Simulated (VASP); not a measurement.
# AlN (F-43m) in VASP: further runs, part 2 of 2

VASP 6.6.1.

## Step 4: Single point, LDA (volume scaled by 1.02)

INCAR

```
SYSTEM = AlN
PREC = Accurate ; ENCUT = 520
EDIFF = 1E-6 ; ISMEAR = -1
SIGMA = 0.05 ; LREAL = .FALSE.
LASPH = .TRUE. ; NELM = 100
ALGO = Normal ; ISIF = 2
LWAVE = .FALSE. ; LCHARG = .FALSE.
GGA = CA ; NBANDS = 11
```

KPOINTS

```
Automatic mesh
0
G
  10 10 10
  0 0 0
```

POSCAR

```
AlN
1.0
    0.0000000000      2.1984575146      2.1984575146
    2.1984575146      0.0000000000      2.1984575146
    2.1984575146      2.1984575146      0.0000000000
Al N
1 1
Direct
    0.0000000000      0.0000000000      0.0000000000
    0.2500000000      0.2500000000      0.2500000000
```

Potentials or basis: VASP PAW LDA potentials, release 64 (Al, N).

Launch:

```bash
$ cat potpaw_LDA.64/Al/POTCAR potpaw_LDA.64/N/POTCAR > POTCAR
$ mpirun -np 1 vasp_std > vasp.out
```

OUTCAR:

```text
SYSTEM = AlN
   PREC = Accurate
   ENCUT = 520
   EDIFF = 1E-6
   ISMEAR = -1
   LREAL = .FALSE.
   LASPH = .TRUE.
   NELM = 100
   ISIF = 2
   GGA = CA

 ion  position               nearest neighbor table
   1  0.000  0.000  0.000-   2 1.90   2 1.90   2 1.90   2 1.90
   2  0.250  0.250  0.250-   1 1.90   1 1.90   1 1.90   1 1.90

  LATTYP: Found a face centered cubic cell.
 ALAT       =     4.3969150292

  Lattice vectors:

 A1 = (   0.0000000000,   2.1984575146,   2.1984575146)
 A2 = (   2.1984575146,   0.0000000000,   2.1984575146)
 A3 = (   2.1984575146,   2.1984575146,   0.0000000000)

Analysis of symmetry for initial positions (statically):
=====================================================================
 Subroutine PRICEL returns:
 Original cell was already a primitive cell.

 Routine SETGRP: Setting up the symmetry group for a
 face centered cubic supercell.

 Subroutine GETGRP returns: Found 24 space group operations
 (whereof 24 operations were pure point group operations)
 out of a pool of 48 trial point group operations.

The static configuration has the point symmetry T_d .

Analysis of symmetry for dynamics (positions and initial velocities):
=====================================================================
 Subroutine PRICEL returns:
 Original cell was already a primitive cell.

 Routine SETGRP: Setting up the symmetry group for a
 face centered cubic supercell.

 Subroutine GETGRP returns: Found 24 space group operations
 (whereof 24 operations were pure point group operations)
 out of a pool of 48 trial point group operations.

The dynamic configuration has the point symmetry T_d .

 Subroutine INISYM returns: Found 24 space group operations
 (whereof 24 operations are pure point group operations),
 and found     1 'primitive' translations

----------------------------------------------------------------------------------------

                                     Primitive cell

  volume of cell :      21.2512

  direct lattice vectors                    reciprocal lattice vectors
     0.000000000  2.198457515  2.198457515    -0.227432187  0.227432187  0.227432187
     2.198457515  0.000000000  2.198457515     0.227432187 -0.227432187  0.227432187
     2.198457515  2.198457515  0.000000000     0.227432187  0.227432187 -0.227432187

  length of vectors
     3.109088433  3.109088433  3.109088433     0.393924103  0.393924103  0.393924103

  position of ions in fractional coordinates (direct lattice)
     0.000000000  0.000000000  0.000000000
     0.250000000  0.250000000  0.250000000

  ion indices of the primitive-cell ions
   primitive index   ion index
                 1           1
                 2           2

----------------------------------------------------------------------------------------

 KPOINTS: Automatic mesh

Automatic generation of k-mesh.
 Grid dimensions read from file:
 generate k-points for:   10   10   10

 Generating k-lattice:

  Cartesian coordinates                     Fractional coordinates (reciprocal lattice)
    -0.022743219  0.022743219  0.022743219     0.100000000  0.000000000  0.000000000
     0.022743219 -0.022743219  0.022743219     0.000000000  0.100000000  0.000000000
     0.022743219  0.022743219 -0.022743219     0.000000000  0.000000000  0.100000000

  Length of vectors
     0.039392410  0.039392410  0.039392410

  Shift w.r.t. Gamma in fractional coordinates (k-lattice)
     0.000000000  0.000000000  0.000000000

 Subroutine IBZKPT returns following result:
 ===========================================

 Found     47 irreducible k-points:

 Following reciprocal coordinates:
            Coordinates               Weight
  0.000000  0.000000  0.000000      1.000000
  0.100000  0.000000  0.000000      8.000000
  0.200000  0.000000  0.000000      8.000000
  0.300000  0.000000  0.000000      8.000000
  0.400000  0.000000  0.000000      8.000000
  0.500000  0.000000  0.000000      4.000000
[... 16 lines left out ...]
  0.300000  0.300000  0.000000      6.000000
  0.400000  0.300000  0.000000     24.000000
 [... further k-points ...]
   k-points           NKPTS =     47   k-points in BZ     NKDIM =     47   number of bands    NBANDS=     11
   number of dos      NEDOS =    301   number of ions     NIONS =      2
   total plane-waves  NPLWV =  13824
   dimension x,y,z NGX =    24 NGY =   24 NGZ =   24
   dimension x,y,z NGXF=    48 NGYF=   48 NGZF=   48
   ions per type =               1   1
   NGX,Y,Z   is equivalent  to a cutoff of  12.83, 12.83, 12.83 a.u.
   NGXF,Y,Z  is equivalent  to a cutoff of  25.67, 25.67, 25.67 a.u.
 SYSTEM =  AlN
   PREC   = accura    normal or accurate (medium, high low for compatibility)
   ISTART =      0    job   : 0-new  1-cont  2-samecut
   ICHARG =      2    charge: 1-file 2-atom 10-const
   ISPIN  =      1    spin polarized calculation?
   LNONCOLLINEAR =      F non collinear calculations
   LSORBIT =      F    spin-orbit coupling
   LASPH  =      T    aspherical Exc in radial PAW
   ENCUT  =  520.0 eV  38.22 Ry    6.18 a.u.   5.78  5.78  5.78*2*pi/ulx,y,z
   NELM   =    100;   NELMIN=  2; NELMDL= -5     # of ELM steps
   EDIFF  = 0.1E-05   stopping-criterion for ELM
   LREAL  =      F    real-space projection
   EDIFFG = 0.1E-04   stopping-criterion for IOM
   NSW    =      0    number of steps for IOM
   IBRION =     -1    ionic relax: 0-MD 1-quasi-New 2-CG
   NFREE  =      0    steps in history (QN), initial steepest desc. (CG)
   ISIF   =      2    stress and relaxation
   ISYM   =      2    0-nonsym 1-usesym 2-fastsym
   POTIM  = 0.5000    time-step for ionic-motion
   TEBEG  =    0.0;   TEEND  =   0.0 temperature during run
   PSTRESS=    0.0 pullay stress
   NELECT =       8.0000    total number of electrons
   NUPDOWN=      -1.0000    fix difference up-down
   EMIN   =  10.00;   EMAX   =-10.00  energy-range for DOS
   EFERMI =   0.00;   METHOD = LEGACY
   ISMEAR =    -1;   SIGMA  =   0.05  broadening in eV -4-tet -1-fermi 0-gaus
   EFERMI_NEDOS =   21; number of points for ismear=-14 and -15
   IALGO  =     38    algorithm
   IMIX   =      4    mixing-type and parameters
     AMIX     =   0.40;   BMIX     =  1.00
     AMIX_MAG =   1.60;   BMIX_MAG =  1.00
  volume/ion in A,a.u.               =      10.63        71.71
  Fermi-wavevector in a.u.,A,eV,Ry     =   1.182071  2.233790 19.011297  1.397291
  Thomas-Fermi vector in A             =   2.318332
   LORBIT       =      0    0 simple, 1 ext, 2 COOP (PROOUT), +10 PAW based schemes
   GGA     = CA    functional components
   LHFCALC =     F    Hartree Fock is set to
   AEXX    =    0.0000 exact exchange contribution
   IVDW    =     0    specifies the selected vdW correction
   LEPSILON=     F    determine dielectric tensor
   LRPA    =     F    only Hartree local field effects (RPA)
 non-spin polarized calculation
  energy-cutoff  :      520.00
  volume of cell :       21.25
 maximum number of plane-waves:       588
   NGX = 11   NGY = 11   NGZ = 11

 number of electron       8.0000002 magnetization

 Free energy of the ion-electron system (eV)
  ---------------------------------------------------
  ext. energy  EPLUGINS =         0.00000000
  ---------------------------------------------------
  free energy    TOTEN  =       -16.36024832 eV

  energy without entropy =      -16.36024832  energy(sigma->0) =      -16.36024832

 E-fermi :   6.5701     XC(G=0): -11.1802

 val. band max:        5.5225316827   @ k =   0.0000   0.0000   0.0000
 cond. band min:       8.7365011268   @ k =   0.5000   0.5000   0.0000
 fundamental gap:      3.2139694441
 Fermi energy:         6.5700629806

 k-point     1 :       0.0000    0.0000    0.0000
  band No.  band energies     occupation
      1      -9.1855      2.00000
      2       5.5225      2.00000
      3       5.5225      2.00000
      4       5.5225      2.00000
      5       9.5820      0.00000
      6      17.6643      0.00000
      7      17.6643      0.00000
      8      17.6643      0.00000
      9      22.8908      0.00000
     10      22.8908      0.00000
     11      24.2375      0.00000
[... 309 lines left out ...]
 k-point    24 :       0.4000    0.3000    0.0000
  band No.  band energies     occupation
      1      -7.1708      2.00000
      2       1.3944      2.00000
      3       3.8200      2.00000
      4       4.1196      2.00000
      5      10.3040      0.00000
      6      14.7240      0.00000
      7      17.3884      0.00000
      8      19.6744      0.00000
      9      20.1616      0.00000
     10      26.3899      0.00000
     11      28.5854      0.00000

 [... further k-points ...]

------------------------ aborting loop because EDIFF is reached ----------------------------------------

  FORCE on cell =-STRESS in cart. coord.  units (eV):
  Direction    XX          YY          ZZ          XY          YZ          ZX
  --------------------------------------------------------------------------------------
  -------------------------------------------------------------------------------------
  Total       -0.9053118     -0.9053118     -0.9053118      0.0000000     -0.0000000     -0.0000000
  in kB      -68.2534382    -68.2534382    -68.2534382      0.0000000     -0.0000000     -0.0000000
  external PRESSURE =     -68.2534382 kB  Pullay stress =       0.0000000 kB

 VOLUME and BASIS-vectors are now :
 -----------------------------------------------------------------------------
  energy-cutoff  :      520.00
  volume of cell :       21.25
      direct lattice vectors                 reciprocal lattice vectors
     0.000000000  2.198457515  2.198457515    -0.227432187  0.227432187  0.227432187
     2.198457515  0.000000000  2.198457515     0.227432187 -0.227432187  0.227432187
     2.198457515  2.198457515  0.000000000     0.227432187  0.227432187 -0.227432187

 POSITION                                       TOTAL-FORCE (eV/Angst)
 -----------------------------------------------------------------------------------
      0.00000      0.00000      0.00000        -0.000000     -0.000000      0.000000
      1.09923      1.09923      1.09923         0.000000      0.000000     -0.000000
 -----------------------------------------------------------------------------------
    total drift:                               -0.000000     -0.000000     -0.000000

  FREE ENERGIE OF THE ION-ELECTRON SYSTEM (eV)
  ---------------------------------------------------
  free  energy   TOTEN  =       -16.3602483225 eV

  energy  without entropy=      -16.3602483225  energy(sigma->0) =      -16.36024832
```

Wall time 3.3 s (1 thread of Intel Xeon 6975P-C, shared host); peak memory 0.13 GiB.

Results:

```yaml
Free_energy: -16.3602 eV
Pressure: -6.8 GPa
Band_gap_on_the_k_mesh: 3.21 eV, indirect (least direct gap 4.06 eV)
```

 A k mesh can miss the band edges.

## Step 5: Single point, LDA (volume scaled by 1.04)

INCAR

```
SYSTEM = AlN
PREC = Accurate
ENCUT = 520
EDIFF = 1E-7
ISMEAR = -1
SIGMA = 0.05
LREAL = .FALSE.
LASPH = .TRUE.
NELM = 100
ALGO = Normal
ISIF = 2
LWAVE = .FALSE.
LCHARG = .FALSE.
NBANDS = 11
```

KPOINTS

```
regular mesh
0
G
  10 10 10
  0 0 0
```

POSCAR

```
AlN
1.0
    0.0000000000      2.2127336128      2.2127336128
    2.2127336128      0.0000000000      2.2127336128
    2.2127336128      2.2127336128      0.0000000000
Al N
1 1
Direct
    0.0000000000      0.0000000000      0.0000000000
    0.2500000000      0.2500000000      0.2500000000
```

Launch:

```bash
$ cat potpaw_LDA.64/Al/POTCAR potpaw_LDA.64/N/POTCAR > POTCAR
$ mpirun -np 1 vasp_std > vasp.out
```

Run time: 3.2 s. Hardware: 1 thread of Intel Xeon 6975P-C, shared host; peak memory 0.13 GiB.

It converged, with:

```yaml
Free_energy: -16.3382 eV
Pressure: -10.3 GPa
Band_gap_on_the_k_mesh: 3.20 eV, indirect (least direct gap 3.89 eV)
```

Levels at points of the mesh, in eV from the valence-band top:
```
           k point  band 1  band 2  band 3  band 4  band 5  band 6  band 7  band 8
(0.00, 0.00, 0.00)  -14.60    0.00    0.00    0.00    3.89   11.96   11.96   11.96
(0.50, 0.00, 0.00)  -12.59   -5.75   -0.48   -0.48    6.92    9.50   10.72   10.72
(0.50, 0.50, 0.00)  -11.97   -4.84   -1.75   -1.75    3.20    8.17   13.24   15.01
```

## Step 6: The runs side by side

```csv
cell,gap on the mesh (eV),pressure (GPa)
"a = 3.068 Å, angles 60.0°, 2 atoms",3.23,1.2
"a = 3.089 Å, angles 60.0°, 2 atoms",3.22,-3.0
"a = 3.109 Å, angles 60.0°, 2 atoms",3.21,-6.8
"a = 3.129 Å, angles 60.0°, 2 atoms",3.20,-10.3
```

Alike in all rows: task single point; level LDA; potentials or basis VASP PAW LDA potentials, release 64 (Al, N); no spin polarisation; k mesh 10 × 10 × 10; cutoff (eV) 520; smearing fermi-dirac 0.05 eV.

Absolute energies hang on the potentials; compare differences alone.
